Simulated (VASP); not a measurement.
Write the native input for VASP 6.6.1 that does the following.

```yaml
Task: single point
Functional: revPBE
Potentials_or_basis: VASP PAW PBE potentials, release 64 (As)
Cutoff: 520 eV
k_mesh: 13 × 13 × 13
Occupations: fermi-dirac, width 0.1 eV
Spin: no spin polarisation
Dipole_correction: no
Further_INCAR_settings: ALGO = Normal; EDIFF = 1e-07; NBANDS = 8
```

The structure of As lies in POSCAR:

```
As
1.0
    2.8538268151      0.0000000000      0.0000000000
    0.0000000000      2.8538268151      0.0000000000
    0.0000000000      0.0000000000      2.8538268151
As
1
Direct
    0.0000000000      0.0000000000      0.0000000000
```

This cell differs from its parent crystal: volume scaled by 1.12.

The input as run:

INCAR

```
SYSTEM = As
  ALGO = Normal
  EDIFF = 1E-7
  ENCUT = 520
  GGA = RE
  ISIF = 2
  ISMEAR = -1
  LASPH = .True.
  LCHARG = .True.
  LELF = .True.
  LREAL = .False.
  LVHAR = .True.
  LWAVE = .False.
  NBANDS = 8
  NELM = 100
  PREC = Accurate
  SIGMA = 0.1
```

KPOINTS

```
k-points
0
Gamma
  13 13 13
  0 0 0
```

Potentials or basis: VASP PAW PBE potentials, release 64 (As).

Launch:

```sh
$ cat potpaw_PBE.64/As/POTCAR > POTCAR
$ mpirun -np 1 vasp_std > vasp.out
```

It gave:

| Quantity | Value |
| --- | --- |
| Pressure | -6.8 GPa |

Caveat: the PAW data sets were made with another functional, which shifts forces and pressure a little.

It took 6.9 s on 1 thread of AMD EPYC 9R45 96-Core Processor (Zen 5), with other jobs on the host, peak memory 0.11 GiB.
